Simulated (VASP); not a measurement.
Runs of VASP 6.6.1 on AlCr2C. The structure is that of space group P6_3/mmc (No. 194), or close to it. The cells are those of the table. 

```csv
cell,gap on the mesh (eV),pressure (GPa),largest force (eV/Å)
"a = 2.825, b = 2.825, c = 12.601 Å, angles 90.0, 90.0, 120.0°, 8 atoms",none,(b),0.03
"a = 2.722, b = 2.722, c = 12.230 Å, angles 90.0, 90.0, 120.0°, 8 atoms",none,(a),0.05
"a = 2.842, b = 2.842, c = 12.704 Å, angles 90.0, 90.0, 120.0°, 8 atoms",none,-5.4,0.03
"a = 2.784, b = 2.784, c = 12.463 Å, angles 90.0, 90.0, 120.0°, 8 atoms",none,6.7,0.04
"a = 2.814, b = 2.814, c = 12.583 Å, angles 90.0, 90.0, 120.0°, 8 atoms",none,0.1,0.03
```

Alike in all rows: task single point; level PBEsol; potentials or basis VASP PAW PBE potentials, release 64 (Al, Cr_pv, C); no spin polarisation; k mesh 12 × 12 × 4; cutoff (eV) 520; smearing gaussian 0.1 eV.

Q: Fill in the values left out.

A: (a) 23.5; (b) -1.7.

Caveats: the PAW data sets were made with another functional, which shifts forces and pressure a little.

A gap of «none» marks levels without a gap at the run's occupations.
